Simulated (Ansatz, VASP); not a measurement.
**One calculation of CuH3, two programs**

```xyz
4
Lattice="3.2217 0.0000 0.0000 0.0000 3.2217 0.0000 0.0000 0.0000 3.2217" Properties=species:S:1:pos:R:3 pbc="T T T"
Cu    1.6108    1.6108    1.6108
H     1.6108    1.6108    0.0000
H     1.6108    0.0000    1.6108
H     0.0000    1.6108    1.6108
```

Alike in both runs: functional PBE; k mesh 6 × 6 × 6; occupations gaussian, width 0.1 eV; no spin polarisation.

Ansatz relaxed the structure, and its values are those at the end. VASP's run is a single point on that final structure, the one shown.

|  | VASP | Ansatz |
| --- | --- | --- |
| version | VASP 6.6.1 | Ansatz 0.2.0 |
| potentials or method | VASP PAW PBE potentials, release 64 (Cu, H), cutoff 600 eV | scalar-relativistic, plane waves, PAW |
| valence electrons in the cell | 14 | 22 |

Ansatz gave:

- gap on the k mesh at the Fermi level (eV): none
- pressure (GPa): -0.3

Task: What did VASP give for the same quantities?

Result: gap on the k mesh at the Fermi level (eV): none; pressure (GPa): -0.1.

A gap of «none» marks a metal or a gap that the smearing closes. VASP's potentials hold 14 valence electrons a cell and Ansatz's 22, so a difference there can come from the potentials and not from the codes.
